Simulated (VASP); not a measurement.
# V2O3 (R-3c) in VASP: electric field gradients with PBE

Aim: the electric field gradients of V2O3 with PBE.

Everything below comes from runs of VASP 6.6.1. Logs are shortened: lines on timing, memory, paths and dates and some standing lists are left out, and cuts for length are marked.

### Step 1. The cell of the first run

It takes space group R-3c (No. 167, trigonal). Conventional cell: a = 4.942 Å, b = 4.942 Å, c = 13.990 Å, α = 90.00°, β = 90.00°, γ = 120.00°. V (site symmetry 3) has 6 O at 1.98 to 2.05 Å and 1 V at 2.56 Å within 2.6 Å. Within 2.6 Å of O (site symmetry 2) lie 4 V at 1.98 to 2.05 Å.

### Step 2. Electric field gradients, PBE, collinear spin, ferromagnetic start

Input file INCAR:

```
SYSTEM = V2O3
ALGO = Normal
EDIFF = 1E-8
ENCUT = 520
GGA = PE
GGA_COMPAT = .FALSE.
ISIF = 2
ISMEAR = -1
ISPIN = 2
LASPH = .TRUE.
LCHARG = .FALSE.
LEFG = .TRUE.
LMAXMIX = 4
LORBIT = 11
LREAL = .FALSE.
LWAVE = .FALSE.
MAGMOM = 2 2 2 2 0 0 0 0 0 0
NBANDS = 59
NELM = 200
PREC = Accurate
SIGMA = 0.001
```

Input file KPOINTS:

```
Automatic mesh
0
Gamma
  6 6 6
  0.5 0.5 0.5
```

Input file POSCAR:

```
V2O3
1.0
    2.4709073542      1.4265790261      4.6634305105
   -2.4709073542      1.4265790261      4.6634305105
    0.0000000000     -2.8531580522      4.6634305105
V O
4 6
Direct
    0.3415924326      0.3415924326      0.3415924326
    0.1584075674      0.1584075674      0.1584075674
    0.6584075674      0.6584075674      0.6584075674
    0.8415924326      0.8415924326      0.8415924326
    0.9270990835      0.2500000000      0.5729009165
    0.5729009165      0.9270990835      0.2500000000
    0.2500000000      0.5729009165      0.9270990835
    0.0729009165      0.7500000000      0.4270990835
    0.4270990835      0.0729009165      0.7500000000
    0.7500000000      0.4270990835      0.0729009165
```

Potentials or basis: VASP PAW PBE potentials, release 64 (V_sv, O).

Launch:

```bash
> cat potpaw_PBE.64/V_sv/POTCAR potpaw_PBE.64/O/POTCAR > POTCAR
> mpirun -np 1 vasp_std > vasp.out
```

OUTCAR:

```text
SYSTEM = V2O3
   EDIFF = 1E-8
   ENCUT = 520
   GGA = PE
   ISIF = 2
   ISMEAR = -1
   ISPIN = 2
   LASPH = .TRUE.
   LORBIT = 11
   LREAL = .FALSE.
   NELM = 200
   PREC = Accurate

 ion  position               nearest neighbor table
   1  0.342  0.342  0.342-   8 1.98   9 1.98  10 1.98   6 2.05   7 2.05   5 2.05   2 2.56   3 2.86
                             3 2.86   3 2.86
   2  0.158  0.158  0.158-  10 1.98   9 1.98   8 1.98   6 2.05   5 2.05   7 2.05   1 2.56   4 2.86
                             4 2.86   4 2.86
   3  0.658  0.658  0.658-   5 1.98   6 1.98   7 1.98   9 2.05  10 2.05   8 2.05   4 2.56   1 2.86
                             1 2.86   1 2.86
   4  0.842  0.842  0.842-   7 1.98   6 1.98   5 1.98   9 2.05   8 2.05  10 2.05   3 2.56   2 2.86
                             2 2.86   2 2.86
   5  0.927  0.250  0.573-   3 1.98   4 1.98   2 2.05   1 2.05
   6  0.573  0.927  0.250-   3 1.98   4 1.98   1 2.05   2 2.05
   7  0.250  0.573  0.927-   4 1.98   3 1.98   1 2.05   2 2.05
   8  0.073  0.750  0.427-   1 1.98   2 1.98   4 2.05   3 2.05
   9  0.427  0.073  0.750-   1 1.98   2 1.98   3 2.05   4 2.05
  10  0.750  0.427  0.073-   2 1.98   1 1.98   3 2.05   4 2.05

  LATTYP: Found a trigonal (rhomboedric) cell.
 ALAT       =     5.4670005485
 COS(alpha) =     0.5914504987

  Lattice vectors:

 A1 = (   2.4709073542,   1.4265790261,   4.6634305105)
 A2 = (  -2.4709073542,   1.4265790261,   4.6634305105)
 A3 = (   0.0000000000,  -2.8531580522,   4.6634305105)

Analysis of symmetry for initial positions (statically):
=====================================================================
 Subroutine PRICEL returns:
 Original cell was already a primitive cell.

 Routine SETGRP: Setting up the symmetry group for a
 trigonal (rhombohedral) supercell.

 Subroutine GETGRP returns: Found 12 space group operations
 (whereof  6 operations were pure point group operations)
 out of a pool of 12 trial point group operations.

The static configuration has the point symmetry S_6 .
 The point group associated with its full space group is D_3d.

Analysis of symmetry for dynamics (positions and initial velocities):
=====================================================================
 Subroutine PRICEL returns:
 Original cell was already a primitive cell.

 Routine SETGRP: Setting up the symmetry group for a
 trigonal (rhombohedral) supercell.

 Subroutine GETGRP returns: Found 12 space group operations
 (whereof  6 operations were pure point group operations)
[... 3058 lines left out ...]
     -0.79786     -1.47123      8.16100        -0.009794      0.016963      0.000000
     -1.67305     -0.04465      5.82929         0.009794      0.016963      0.000000
      0.87519     -1.42658      5.82929        -0.019588      0.000000     -0.000000
      0.79786      1.47123      5.82929         0.009794     -0.016963      0.000000
 -----------------------------------------------------------------------------------
    total drift:                               -0.000000     -0.000000      0.000000

  FREE ENERGIE OF THE ION-ELECTRON SYSTEM (eV)
  ---------------------------------------------------
  free  energy   TOTEN  =       -88.4698851642 eV

  energy  without entropy=      -88.4698593226  energy(sigma->0) =      -88.46987224

 Electric field gradients (V/A^2)
---------------------------------------------------------------------
 ion       V_xx      V_yy      V_zz      V_xy      V_xz      V_yz
---------------------------------------------------------------------
   1       5.633     5.633   -11.267    -0.000     0.000     0.000
   2       5.633     5.633   -11.267     0.000    -0.000     0.000
   3       5.633     5.633   -11.267    -0.000     0.000     0.000
   4       5.633     5.633   -11.267     0.000    -0.000     0.000
   5     -11.246     9.221     2.026    17.725   -22.582    13.038
   6      19.454   -21.480     2.026     0.000    -0.000   -26.075
   7     -11.246     9.221     2.026   -17.725    22.582    13.038
   8     -11.246     9.221     2.026    17.725   -22.582    13.038
   9      19.454   -21.480     2.026     0.000    -0.000   -26.075
  10     -11.246     9.221     2.026   -17.725    22.582    13.038
---------------------------------------------------------------------

 Electric field gradients after diagonalization (V/A^2)
 (convention: |V_zz| > |V_xx| > |V_yy|)
----------------------------------------------------------------------
 ion       V_xx      V_yy      V_zz     asymmetry (V_yy - V_xx)/ V_zz
----------------------------------------------------------------------
   1       5.633     5.633   -11.267       0.000
   2       5.633     5.633   -11.267       0.000
   3       5.633     5.633   -11.267       0.000
   4       5.633     5.633   -11.267       0.000
   5      19.454    18.874   -38.328       0.015
   6      19.454    18.874   -38.328       0.015
   7      19.454    18.874   -38.328       0.015
   8      19.454    18.874   -38.328       0.015
   9      19.454    18.874   -38.328       0.015
  10      19.454    18.874   -38.328       0.015
----------------------------------------------------------------------

           NMR quadrupolar parameters

 Cq : quadrupolar parameter    Cq=e*Q*V_zz/h
 eta: asymmetry parameters     (V_yy - V_xx)/ V_zz
 Q  : nuclear electric quadrupole moment in mb (millibarn)
----------------------------------------------------------------------
 ion       Cq(MHz)       eta       Q (mb)
----------------------------------------------------------------------
   1      -0.027       0.000       1.000
   2      -0.027       0.000       1.000
   3      -0.027       0.000       1.000
   4      -0.027       0.000       1.000
   5      -0.093       0.015       1.000
   6      -0.093       0.015       1.000
   7      -0.093       0.015       1.000
   8      -0.093       0.015       1.000
   9      -0.093       0.015       1.000
  10      -0.093       0.015       1.000
----------------------------------------------------------------------

 total charge

# of ion       s       p       d       tot
------------------------------------------
    1        2.234   6.254   3.031  11.518
    2        2.234   6.254   3.031  11.518
    3        2.234   6.254   3.031  11.518
    4        2.234   6.254   3.031  11.518
    5        1.560   3.492   0.000   5.053
    6        1.560   3.492   0.000   5.053
    7        1.560   3.492   0.000   5.053
    8        1.560   3.492   0.000   5.053
    9        1.560   3.492   0.000   5.053
   10        1.560   3.492   0.000   5.053
--------------------------------------------------
tot         18.296  45.969  12.123  76.388

 magnetization (x)

# of ion       s       p       d       tot
------------------------------------------
    1        0.010   0.012   1.037   1.059
    2        0.010   0.012   1.037   1.059
    3        0.010   0.012   1.037   1.059
    4        0.010   0.012   1.037   1.059
    5       -0.001  -0.014   0.000  -0.016
    6       -0.001  -0.014   0.000  -0.016
    7       -0.001  -0.014   0.000  -0.016
    8       -0.001  -0.014   0.000  -0.016
    9       -0.001  -0.014   0.000  -0.016
   10       -0.001  -0.014   0.000  -0.016
--------------------------------------------------
tot          0.034  -0.040   4.147   4.142
```

stdout:

```text
POSCAR found type information on POSCAR V O
 POSCAR found :  2 types and      10 ions
 scaLAPACK will be used
 LDA part: xc-table for (Slater+PW92), standard interpolation
 POSCAR, INCAR and KPOINTS ok, starting setup
 FFT: planning ... GRIDC
 FFT: planning ... GRID_SOFT
 FFT: planning ... GRID
 WAVECAR not read
 entering main loop
ion   1

ion   2

ion   3

ion   4

ion   5
     0.0000293    -5.2506546    -3.0728923    -0.5284336     5.3224055     3.0314668
     0.0000403    -5.2506546    -3.0728922    -0.5284336     5.3224055     3.0314668
     0.0000555    -5.2506545    -3.0728922    -0.5284336     5.3224054     3.0314668
     0.0000765    -5.2506544    -3.0728921    -0.5284336     5.3224052     3.0314667

     0.0000293   -16.0370734   -10.8049128    -1.5711649    18.7146580     9.2590086
     0.0000403   -16.0370707   -10.8049109    -1.5711647    18.7146546     9.2590071
     0.0000555   -16.0370660   -10.8049075    -1.5711642    18.7146488     9.2590044
     0.0000765   -16.0370582   -10.8049019    -1.5711634    18.7146390     9.2589998
[... 25 lines left out ...]
ion   9

ion  10
     0.0000293     5.2506546    -3.0728923    -0.5284336    -5.3224055     3.0314668
     0.0000403     5.2506546    -3.0728922    -0.5284336    -5.3224055     3.0314668
     0.0000555     5.2506545    -3.0728922    -0.5284336    -5.3224054     3.0314668
     0.0000765     5.2506544    -3.0728921    -0.5284336    -5.3224052     3.0314667

     0.0000293    16.0370734   -10.8049128    -1.5711649   -18.7146580     9.2590086
     0.0000403    16.0370707   -10.8049109    -1.5711647   -18.7146546     9.2590071
     0.0000555    16.0370660   -10.8049075    -1.5711642   -18.7146488     9.2590044
     0.0000765    16.0370582   -10.8049019    -1.5711634   -18.7146390     9.2589998
```

It took 21 min on 1 thread of Intel Xeon 8259CL, shared host; peak memory 0.45 GiB.

What came out:

| Quantity | Value |
| --- | --- |
| Free energy | -88.4699 eV |
| Pressure | -1.4 GPa |
| Largest force | 0.027 eV/Å |
| Net moment | 4.46 μB per cell |
| Site moments | V +1.06; O -0.02 μB |
| Largest electric field gradient by atom | V -11.3; O -38.3 V/Å² |
| Valence electrons inside the program's atomic spheres | V 11.52; O 5.05 |

Forces in eV/Å, atoms in the order of the input:
```
V    0.000  0.000 -0.027
V    0.000  0.000  0.027
V    0.000  0.000  0.027
V    0.000  0.000 -0.027
O   -0.010 -0.017  0.000
O    0.020  0.000  0.000
O   -0.010  0.017  0.000
O    0.010  0.017  0.000
O   -0.020  0.000  0.000
O    0.010 -0.017  0.000
```

Stress tensor (GPa, compression positive):
```
-3.55  0.00  0.00
 0.00 -3.55  0.00
 0.00  0.00  2.87
```

Levels at points of the mesh, in eV from the Fermi level:
Spin up:
```tsv
k point	band 42	band 43	band 44	band 45	band 46	band 47	band 48	band 49	band 50	band 51
(0.08, 0.08, 0.08)	-0.90	-0.90	-0.60	-0.60	-0.51	-0.51	0.00	0.66	0.66	1.18
```
Spin down:
```csv
k point,band 40,band 41,band 42,band 43,band 44,band 45
"(0.08, 0.08, 0.08)",-3.33,-0.86,0.47,0.47,0.50,0.74
```

Electric field gradients, principal values (V/Å²):
```
atom   least  middle  greatest (by size)
 1 V   5.633   5.633             -11.267
 2 V   5.633   5.633             -11.267
 3 V   5.633   5.633             -11.267
 4 V   5.633   5.633             -11.267
 5 O  18.874  19.454             -38.328
 6 O  18.874  19.454             -38.328
 7 O  18.874  19.454             -38.328
 8 O  18.874  19.454             -38.328
 9 O  18.874  19.454             -38.328
10 O  18.874  19.454             -38.328
```

Caveat: the stress differs along the axes, from -4 to 3 GPa; without QUAD_EFG the Cq values of the log hold for a quadrupole moment of 1 mb, not for the nuclei; semilocal functionals often make such compounds metallic where correlation or magnetic order opens a gap, which also shifts bond lengths. With open d or f shells a metallic result of PBE can be an artefact of self-interaction; +U or a hybrid may open a gap.
